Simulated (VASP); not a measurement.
# ZnS (F-43m) in VASP: notebook, part 2 of 2

VASP 6.6.1.

## (4) Single point, PBE

This run uses another cell than the first one, of 19.78 Å³/atom, 1.042 times its volume.

The input, INCAR:

```
SYSTEM = ZnS
PREC = Accurate
ENCUT = 500
EDIFF = 1E-6
ISMEAR = 0
SIGMA = 0.01
LREAL = .FALSE.
LASPH = .TRUE.
NELM = 120
ALGO = Normal
ISIF = 2
LWAVE = .FALSE.
LCHARG = .TRUE.
GGA = PE
LELF = .TRUE.
LVHAR = .TRUE.
NBANDS = 16
GGA_COMPAT = .FALSE.
```

The input, KPOINTS:

```
Automatic mesh
0
G
  3 3 3
  0 0 0
```

The input, POSCAR:

```
ZnS
1.0
    0.0000000000      2.7045000000      2.7045000000
    2.7045000000      0.0000000000      2.7045000000
    2.7045000000      2.7045000000      0.0000000000
Zn S
1 1
Direct
    0.0000000000      0.0000000000      0.0000000000
    0.2500000000      0.2500000000      0.2500000000
```

Potentials or basis: VASP PAW PBE potentials, release 64 (Zn, S).

Started as:

```sh
> cat potpaw_PBE.64/Zn/POTCAR potpaw_PBE.64/S/POTCAR > POTCAR
> mpirun -np 1 vasp_std > vasp.out
```

OUTCAR:

```text
SYSTEM = ZnS
   PREC = Accurate
   ENCUT = 500
   EDIFF = 1E-6
   ISMEAR = 0
   LREAL = .FALSE.
   LASPH = .TRUE.
   NELM = 120
   ISIF = 2
   GGA = PE

 ion  position               nearest neighbor table
   1  0.000  0.000  0.000-   2 2.34   2 2.34   2 2.34   2 2.34
   2  0.250  0.250  0.250-   1 2.34   1 2.34   1 2.34   1 2.34

  LATTYP: Found a face centered cubic cell.
 ALAT       =     5.4090000000

  Lattice vectors:

 A1 = (   0.0000000000,   2.7045000000,   2.7045000000)
 A2 = (   2.7045000000,   0.0000000000,   2.7045000000)
 A3 = (   2.7045000000,   2.7045000000,   0.0000000000)

Analysis of symmetry for initial positions (statically):
=====================================================================
 Subroutine PRICEL returns:
 Original cell was already a primitive cell.

 Routine SETGRP: Setting up the symmetry group for a
 face centered cubic supercell.

 Subroutine GETGRP returns: Found 24 space group operations
 (whereof 24 operations were pure point group operations)
 out of a pool of 48 trial point group operations.

The static configuration has the point symmetry T_d .

Analysis of symmetry for dynamics (positions and initial velocities):
=====================================================================
 Subroutine PRICEL returns:
 Original cell was already a primitive cell.

 Routine SETGRP: Setting up the symmetry group for a
 face centered cubic supercell.

 Subroutine GETGRP returns: Found 24 space group operations
 (whereof 24 operations were pure point group operations)
 out of a pool of 48 trial point group operations.

The dynamic configuration has the point symmetry T_d .

 Subroutine INISYM returns: Found 24 space group operations
 (whereof 24 operations are pure point group operations),
 and found     1 'primitive' translations

----------------------------------------------------------------------------------------

[... 89 lines left out ...]
   IMIX   =      4    mixing-type and parameters
     AMIX     =   0.40;   BMIX     =  1.00
     AMIX_MAG =   1.60;   BMIX_MAG =  1.00
  volume/ion in A,a.u.               =      19.78       133.49
  Fermi-wavevector in a.u.,A,eV,Ry     =   1.259125  2.379400 21.570603  1.585395
  Thomas-Fermi vector in A             =   2.392700
   LORBIT       =      0    0 simple, 1 ext, 2 COOP (PROOUT), +10 PAW based schemes
   GGA     = PE    functional components
   LHFCALC =     F    Hartree Fock is set to
   AEXX    =    0.0000 exact exchange contribution
   IVDW    =     0    specifies the selected vdW correction
   LEPSILON=     F    determine dielectric tensor
   LRPA    =     F    only Hartree local field effects (RPA)
 non-spin polarized calculation
 Gauss-broadening in eV      SIGMA  =   0.01
  energy-cutoff  :      500.00
  volume of cell :       39.56
 maximum number of plane-waves:      1018
   NGX = 13   NGY = 13   NGZ = 13

 number of electron      17.9999998 magnetization

 Free energy of the ion-electron system (eV)
  ---------------------------------------------------
  ext. energy  EPLUGINS =         0.00000000
  ---------------------------------------------------
  free energy    TOTEN  =        -6.62999590 eV

  energy without entropy =       -6.62999590  energy(sigma->0) =       -6.62999590

 E-fermi :   2.2154     XC(G=0):  -9.5788

 val. band max:        2.1693132320   @ k =   0.0000   0.0000   0.0000
 cond. band min:       4.2387860193   @ k =   0.0000   0.0000   0.0000
 fundamental gap:      2.0694727873
 Fermi energy:         2.2154087256

 k-point     1 :       0.0000    0.0000    0.0000
  band No.  band energies     occupation
      1     -10.9469      2.00000
      2      -4.2386      2.00000
      3      -4.2386      2.00000
      4      -4.2386      2.00000
      5      -3.7547      2.00000
      6      -3.7547      2.00000
[... 53 lines left out ...]
      3      -4.0003      2.00000
      4      -3.8112      2.00000
      5      -3.7396      2.00000
      6      -3.4673      2.00000
[... 8 lines left out ...]
     15      13.8205      0.00000
     16      18.6435      0.00000

------------------------ aborting loop because EDIFF is reached ----------------------------------------

  FORCE on cell =-STRESS in cart. coord.  units (eV):
  Direction    XX          YY          ZZ          XY          YZ          ZX
  --------------------------------------------------------------------------------------
  -------------------------------------------------------------------------------------
  Total        0.6917775      0.6917775      0.6917775      0.0000000     -0.0000000      0.0000000
  in kB       28.0147040     28.0147040     28.0147040      0.0000000     -0.0000000      0.0000000
  external PRESSURE =      28.0147040 kB  Pullay stress =       0.0000000 kB

 VOLUME and BASIS-vectors are now :
 -----------------------------------------------------------------------------
  energy-cutoff  :      500.00
  volume of cell :       39.56
      direct lattice vectors                 reciprocal lattice vectors
     0.000000000  2.704500000  2.704500000    -0.184877057  0.184877057  0.184877057
     2.704500000  0.000000000  2.704500000     0.184877057 -0.184877057  0.184877057
     2.704500000  2.704500000  0.000000000     0.184877057  0.184877057 -0.184877057

 POSITION                                       TOTAL-FORCE (eV/Angst)
 -----------------------------------------------------------------------------------
      0.00000      0.00000      0.00000         0.000000      0.000000      0.000000
      1.35225      1.35225      1.35225        -0.000000     -0.000000     -0.000000
 -----------------------------------------------------------------------------------
    total drift:                                0.000000      0.000000      0.000000

  FREE ENERGIE OF THE ION-ELECTRON SYSTEM (eV)
  ---------------------------------------------------
  free  energy   TOTEN  =        -6.6299959024 eV

  energy  without entropy=       -6.6299959024  energy(sigma->0) =       -6.62999590
```

OSZICAR:

```text
N       E                     dE             d eps       ncg     rms          rms(c)
DAV:   1     0.937997785840E+02    0.93800E+02   -0.90477E+03   128   0.131E+03
DAV:   2    -0.887751531928E+00   -0.94688E+02   -0.89659E+02   144   0.263E+02
DAV:   3    -0.704333440732E+01   -0.61556E+01   -0.61357E+01   160   0.653E+01
DAV:   4    -0.711444350387E+01   -0.71109E-01   -0.71070E-01   152   0.732E+00
DAV:   5    -0.711531581056E+01   -0.87231E-03   -0.87230E-03   160   0.741E-01    0.668E+00
DAV:   6    -0.665463065592E+01    0.46069E+00   -0.79060E-01   192   0.303E+01    0.530E+00
DAV:   7    -0.662886157515E+01    0.25769E-01   -0.28623E-01   144   0.449E+00    0.277E+00
DAV:   8    -0.662921258523E+01   -0.35101E-03   -0.61570E-03   160   0.878E-01    0.821E-01
DAV:   9    -0.662977153506E+01   -0.55895E-03   -0.15625E-03   160   0.318E-01    0.111E-01
DAV:  10    -0.662999918912E+01   -0.22765E-03   -0.26823E-04   152   0.141E-01    0.582E-02
DAV:  11    -0.662999464206E+01    0.45471E-05   -0.35084E-05   168   0.774E-02    0.940E-03
DAV:  12    -0.662999592237E+01   -0.12803E-05   -0.48984E-06   160   0.216E-02    0.477E-03
DAV:  13    -0.662999590244E+01    0.19932E-07   -0.96792E-07   136   0.972E-03
   1 F= -.66299959E+01 E0= -.66299959E+01  d E =-.370912E-12
```

stdout:

```text
POSCAR found type information on POSCAR ZnS
 POSCAR found :  2 types and       2 ions
 scaLAPACK will be used
 LDA part: xc-table for (Slater+PW92), standard interpolation
 POSCAR, INCAR and KPOINTS ok, starting setup
 FFT: planning ... GRIDC
 FFT: planning ... GRID_SOFT
 FFT: planning ... GRID
 WAVECAR not read
 entering main loop
```

Wall time 11 s (1 thread of Intel Xeon 8259CL, shared host); peak memory 0.14 GiB.

Results:

```
Free energy            : -6.6300 eV
Pressure               : 2.8 GPa
Band gap on the k mesh : 2.07 eV, direct
```

Caveat: the k points lie up to 0.67 Å⁻¹ apart. As with any semilocal functional, this PBE gap is likely too small.
